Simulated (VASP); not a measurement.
La2O3, 5 atoms in the cell. It takes space group P-62m (No. 189, hexagonal). Conventional cell: a = 6.267 Å, b = 6.267 Å, c = 3.300 Å, α = 90.00°, β = 90.00°, γ = 120.00°. Within 3.3 Å of La (site symmetry -6) lie 6 O at 2.45 Å and 2 La at 3.30 Å. O (site symmetry m2m) has 4 La at 2.45 Å and 6 O at 3.13 to 3.30 Å within 3.3 Å. 

```yaml
Program: VASP 6.6.1
Task: relaxation of cell and atoms
Functional: revPBE
Dispersion: D3(BJ)
Potentials_or_basis: VASP PAW PBE potentials, release 64 (La, O)
Cutoff: 600 eV
k_mesh: 5 × 5 × 8
Occupations: fermi-dirac, width 0.05 eV
Spin: no spin polarisation
Dipole_correction: no
Further_INCAR_settings: ALGO = Normal; EDIFF = 1e-06; IBRION = 2; EDIFFG = -0.01; NSW = 60; ISIF = 3
```

Potentials or basis: VASP PAW PBE potentials, release 64 (La, O).

The run is started by

```console
$ cat potpaw_PBE.64/La/POTCAR potpaw_PBE.64/O/POTCAR > POTCAR
$ mpirun -np 1 vasp_std > vasp.out
```

Hardware: 1 thread of Intel(R) Xeon(R) 6975P-C (Granite Rapids) (shared host).

Estimate the wall time of this run.

Run time: 8.2 min on 1 thread of Intel(R) Xeon(R) 6975P-C (Granite Rapids) (shared host), peak memory 0.33 GiB. Counts: scf iterations 100, k points 25, ion steps 13.
